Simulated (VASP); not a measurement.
The system is Cu.

```xyz
2
Lattice="1.2185 -3.9764 0.0000 1.2185 3.9764 0.0000 0.0000 0.0000 2.4755" Properties=species:S:1:pos:R:3 pbc="T T T"
Cu    1.2185   -2.9118    1.8566
Cu    1.2185    2.9118    0.6189
```

```yaml
Program: VASP 6.6.1
Task: relaxation of cell and atoms
Functional: LDA
Potentials_or_basis: VASP PAW LDA potentials, release 64 (Cu)
Cutoff: 600 eV
k_mesh: 11 × 11 × 11
Occupations: fermi-dirac, width 0.05 eV
Spin: no spin polarisation
```

At the start: pressure -6.6 GPa; volume 11.99 Å³/atom.

Where does the relaxation end?

Over 6 steps the energy falls by 11.8 meV/atom and the volume is 11.47 Å³/atom (-4.4 %); space group Cmcm (No. 63, to 0.1 Å) before and after.

Step by step:
```csv
step,energy change (eV),largest force (eV/Å),pressure (GPa),volume (Å³)
1,0.0000,0.0383,-6.57,23.99
2,-0.0140,0.0835,4.98,22.32
3,-0.0234,0.0335,0.13,22.93
4,-0.0234,0.0319,-0.05,22.95
5,-0.0236,0.0069,-0.05,22.95
6,-0.0236,0.0063,-0.04,22.94
```

Final structure:
```cif
data_structure
_symmetry_space_group_name_H-M 'P 1'
_symmetry_Int_Tables_number 1
_cell_length_a 4.0840
_cell_length_b 4.0840
_cell_length_c 2.4466
_cell_angle_alpha 90.000
_cell_angle_beta 90.000
_cell_angle_gamma 145.788
_cell_volume 22.94
loop_
_atom_site_label
_atom_site_type_symbol
_atom_site_fract_x
_atom_site_fract_y
_atom_site_fract_z
_atom_site_occupancy
Cu1 Cu 0.86627 0.13373 0.75000 1
Cu2 Cu 0.13373 0.86627 0.25000 1
```
